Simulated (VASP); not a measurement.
La, 1 atom in the cell. The structure is cubic, space group Pm-3m (No. 221). The conventional cell has a = 3.426 Å, b = 3.426 Å, c = 3.426 Å, α = 90.00°, β = 90.00°, γ = 90.00°. La (site symmetry m-3m) has 6 La at 3.43 Å within 4.5 Å. This isn't the form of La at room conditions, which is double hcp.

```yaml
Program: VASP 6.6.1
Task: single point
Functional: r2SCAN
Potentials_or_basis: VASP PAW PBE potentials, release 64 (La)
Cutoff: 520 eV
k_mesh: 11 × 11 × 11
Occupations: fermi-dirac, width 0.1 eV
Spin: no spin polarisation
Dipole_correction: no
Further_INCAR_settings: ALGO = Normal; EDIFF = 1e-06; NBANDS = 12
```

Potentials or basis: VASP PAW PBE potentials, release 64 (La).

Run with:

```bash
$ cat potpaw_PBE.64/La/POTCAR > POTCAR
$ cp INCAR.step1 INCAR
$ mpirun -np 1 vasp_std > vasp.out
$ cp INCAR.step2 INCAR
$ mpirun -np 1 vasp_std > vasp.out
```

Hardware: 1 thread of Intel(R) Xeon(R) Platinum 8488C (Sapphire Rapids), with other jobs on the host.

Q: How long does it take, and how much memory?

A: Run time: 83 s on 1 thread of Intel(R) Xeon(R) Platinum 8488C (Sapphire Rapids) (shared host), peak memory 0.19 GiB. Counts: k points 56.
